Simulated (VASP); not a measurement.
A run of VASP 6.6.1:

INCAR

```
SYSTEM = Ag
PREC = Accurate ; ENCUT = 600
EDIFF = 1E-6 ; ISMEAR = -1
SIGMA = 0.05 ; LREAL = .FALSE.
LASPH = .TRUE. ; NELM = 80
ALGO = Normal ; ISIF = 3
LWAVE = .FALSE. ; LCHARG = .FALSE.
GGA = PE ; IBRION = 2
NSW = 60 ; EDIFFG = -0.005
PSTRESS = -18.0
```

Contents of KPOINTS:

```
regular mesh
0
G
  15 15 15
  0 0 0
```

The input POSCAR:

```
Ag
1.0
   -2.5761343482      2.5761343482      1.4168738915
    2.5761343482     -2.5761343482      1.4168738915
    2.5761343482      2.5761343482     -1.4168738915
Ag
2
Direct
   -0.3750000000     -0.1250000000     -0.2500000000
    0.3750000000      0.1250000000      0.2500000000
```

Potentials or basis: VASP PAW PBE potentials, release 64 (Ag).

Command:

```sh
$ cat potpaw_PBE.64/Ag/POTCAR > POTCAR
$ mpirun -np 1 vasp_std > vasp.out
```

Hardware: 1 thread of Oxide Virtual Turin-like Processor (shared host).

Question: How long does it take, and how much memory?

Answer: Run time: 13 min on 1 thread of Oxide Virtual Turin-like Processor, on a shared host, peak memory 0.29 GiB. Counts: scf iterations 46, k points 288, ion steps 7.
